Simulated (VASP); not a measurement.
Co: single point with LDA

Crystal: Co.

```
Co
1.0
     2.25401    0.00000    0.00000
    -1.12700    1.95203    0.00000
     0.00000    0.00000    3.63824
Co
2
Direct
  0.33333 0.66667 0.25000
  0.66667 0.33333 0.75000
```

```
Program                : VASP 6.6.1
Task                   : single point
Functional             : LDA
Potentials or basis    : VASP PAW LDA potentials, release 64 (Co)
Cutoff                 : 520 eV
k mesh                 : 19 × 19 × 11
Occupations            : fermi-dirac, width 0.08 eV
Spin                   : collinear spin, ferromagnetic start
Starting moments       : [1.7, 1.7] μB
Dipole correction      : no
Further INCAR settings : ALGO = Normal; EDIFF = 1e-07; NBANDS = 20
```

The pressure is 86.6 GPa, the band gap on the k mesh is zero (filled and empty bands overlap) and the net moment is 0.00 μB per cell.

Stress tensor (GPa, compression positive):
```
86.27  0.00  0.00
 0.00 86.27  0.00
 0.00  0.00 87.16
```

Levels at points of the mesh, in eV from the Fermi level:
Spin up:
```tsv
k point	band 7	band 8	band 9	band 10	band 11	band 12
(0.00, 0.00, 0.00)	-2.26	-1.69	-1.69	-0.26	0.13	0.13
```
Spin down:
| k point | band 5 | band 6 | band 7 | band 8 | band 9 | band 10 | band 11 | band 12 | band 13 | band 14 |
| --- | --- | --- | --- | --- | --- | --- | --- | --- | --- | --- |
| (0.00, 0.00, 0.00) | -2.82 | -2.27 | -2.27 | -1.69 | -1.69 | -0.26 | 0.13 | 0.13 | 9.79 | 24.21 |

Run time: 6.2 min on 1 thread of Intel Xeon 8259CL, on a shared host, peak memory 0.21 GiB.

Caveat: the cell stands under pressure; the moments typed at the start vanished in this run.
